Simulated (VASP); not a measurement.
NaAl (CsCl type): relaxation of cell and atoms with LDA

NaAl (CsCl type):

```
Na Al
1.0
     3.51802    0.00000    0.00000
     0.00000    3.51802    0.00000
     0.00000    0.00000    3.51802
Na Al
1 1
Direct
  0.00000 0.00000 0.00000
  0.50000 0.50000 0.50000
```

| Quantity | Value |
| --- | --- |
| Program | VASP 6.6.1 |
| Task | relaxation of cell and atoms |
| Functional | LDA |
| Potentials or basis | VASP PAW LDA potentials, release 64 (Na_pv, Al) |
| Cutoff | 600 eV |
| k mesh | 11 × 11 × 11 |
| Occupations | fermi-dirac, width 0.05 eV |
| Spin | no spin polarisation |
| Dipole correction | no |
| Further INCAR settings | ALGO = Normal; EDIFF = 1e-06; IBRION = 2; EDIFFG = -0.005; NSW = 32; ISIF = 3 |

```
Pressure after relaxing : 0.0 GPa
Band gap on the k mesh  : zero (bands 5 and 6 overlap by 4.85 eV)
```

Final structure:
```
Na Al
1.0
     3.51802    0.00000    0.00000
     0.00000    3.51802    0.00000
     0.00000    0.00000    3.51802
Na Al
1 1
Direct
  0.00000 0.00000 0.00000
  0.50000 0.50000 0.50000
```

Levels at points of the mesh, in eV from the Fermi level:
```
           k point  band 3  band 4  band 5  band 6  band 7  band 8
(0.00, 0.00, 0.00)  -23.77   -7.15    3.80    3.80    3.80    4.74
```

Run time: 13 s on 1 thread of Intel(R) Xeon(R) Platinum 8259CL CPU @ 2.50GHz (Skylake/Cascade Lake) (shared host), peak memory 0.15 GiB.

Caveat: the relaxation stopped at its first step, so nothing moved.
